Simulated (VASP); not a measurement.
Crystal: MgO.

```
CELL_PARAMETERS angstrom
2.62335 0.00000 0.00000
0.00000 2.62335 0.00000
0.00000 0.00000 2.62335
ATOMIC_POSITIONS crystal
Mg 0.00000 0.00000 0.00000
O 0.50000 0.50000 0.50000
```

Base run:

| Quantity | Value |
| --- | --- |
| Program | VASP 6.6.1 |
| Functional | HSE06 |
| Potentials or basis | VASP PAW PBE potentials, release 64 (Mg, O) |
| Cutoff | 520 eV |
| k mesh | 6 × 6 × 6 |
| Occupations | gaussian, width 0.01 eV |
| Spin | no spin polarisation |

Its results: band gap on the k mesh 4.14 eV (least direct gap 5.24 eV); pressure -1.2 GPa.

The run is repeated on the same cell with these changes: functional from HSE06 to r2SCAN. What comes out?

Band gap on the k mesh 3.45 eV (least direct gap 4.51 eV); pressure -1.2 GPa.

Caveats: the structure was generated, so it needn't be the stable form of MgO; the PAW data sets were made with another functional, which shifts forces and pressure a little.

A k mesh can miss the band edges.
